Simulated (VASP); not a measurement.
Input of a VASP 6.6.1 run:

Contents of INCAR:

```
SYSTEM = ZnS
PREC = Accurate
ENCUT = 520
EDIFF = 1E-6
ISMEAR = 0
SIGMA = 0.05
LREAL = .False.
LASPH = .True.
NELM = 60
ALGO = Normal
ISIF = 2
LWAVE = .False.
LCHARG = .True.
GGA = PE
LELF = .True.
LVHAR = .True.
NBANDS = 26
```

KPOINTS

```
regular mesh
0
Gamma
  9 9 4
  0 0 0
```

Contents of POSCAR:

```
ZnS
1.0
    4.0333996051      0.0000000000      0.0000000000
   -2.0166998025      3.4930265216      0.0000000000
    0.0000000000      0.0000000000      5.7302508189
Zn S
2 2
Direct
    0.3333333333      0.6666666667      0.0052003725
    0.6666666667      0.3333333333      0.5052003725
    0.3333333333      0.6666666667      0.3401405350
    0.6666666667      0.3333333333      0.8401405350
```

Potentials or basis: VASP PAW PBE potentials, release 64 (Zn, S).

Run with:

```sh
$ cat potpaw_PBE.64/Zn/POTCAR potpaw_PBE.64/S/POTCAR > POTCAR
$ mpirun -np 1 vasp_std > vasp.out
```

Problem. Predict the largest force.

Solution. 6.266 eV/Å.

Problem. What does it give for the band gap on the k mesh?

Solution. 2.14 eV.

Forces on the atoms (eV/Å):
```
Zn   0.000  0.000 -6.266
Zn   0.000  0.000 -6.266
S    0.000  0.000  6.266
S    0.000  0.000  6.266
```

Caveat: forces of over 1 eV/Å act on the atoms, so gaps and moduli don't describe the material at rest.
